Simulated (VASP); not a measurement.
RbMg3Zn:

```
CELL_PARAMETERS angstrom
4.65805 0.00000 0.00000
0.00000 4.65805 0.00000
0.00000 0.00000 4.65805
ATOMIC_POSITIONS crystal
Rb 0.50000 0.50000 0.50000
Mg 0.00000 0.50000 0.00000
Mg 0.00000 0.00000 0.50000
Mg 0.50000 0.00000 0.00000
Zn 0.00000 0.00000 0.00000
```

The cell was built from a structure type or drawn by symmetry, and may not be a known phase.

- Program: VASP 6.6.1
- Task: relaxation of cell and atoms
- Functional: PBE
- Potentials or basis: VASP PAW PBE potentials, release 64 (Rb_sv, Mg, Zn)
- Cutoff: 600 eV
- k mesh: 4 × 4 × 4
- Occupations: gaussian, width 0.1 eV
- Spin: no spin polarisation

At the start: pressure 19.8 GPa; volume 20.21 Å³/atom.

Question: Where does the relaxation end?

Answer: Over 4 steps the energy falls by 432.5 meV/atom and the volume is 30.04 Å³/atom (+48.6 %); space group Pm-3m (No. 221, to 0.1 Å) before and after.

The path:
| step | energy change (eV) | largest force (eV/Å) | pressure (GPa) | volume (Å³) |
| --- | --- | --- | --- | --- |
| 1 | 0.0000 | 0.0000 | 19.84 | 101.07 |
| 2 | -2.1347 | 0.0000 | 1.27 | 142.28 |
| 3 | -2.1530 | 0.0000 | -0.62 | 154.50 |
| 4 | -2.1627 | 0.0000 | -0.07 | 150.19 |

Final structure:
```yaml
crystal:
  lattice:
    - [5.31552, 0.00000, 0.00000]
    - [0.00000, 5.31552, 0.00000]
    - [0.00000, 0.00000, 5.31552]
  atoms:
    - { symbol: Rb, position: [0.50000, 0.50000, 0.50000] }
    - { symbol: Mg, position: [0.00000, 0.50000, 0.00000] }
    - { symbol: Mg, position: [0.00000, 0.00000, 0.50000] }
    - { symbol: Mg, position: [0.50000, 0.00000, 0.00000] }
    - { symbol: Zn, position: [0.00000, 0.00000, 0.00000] }
```

Caveat: the volume moved by over 15 % at a fixed basis, so the end points are rough.
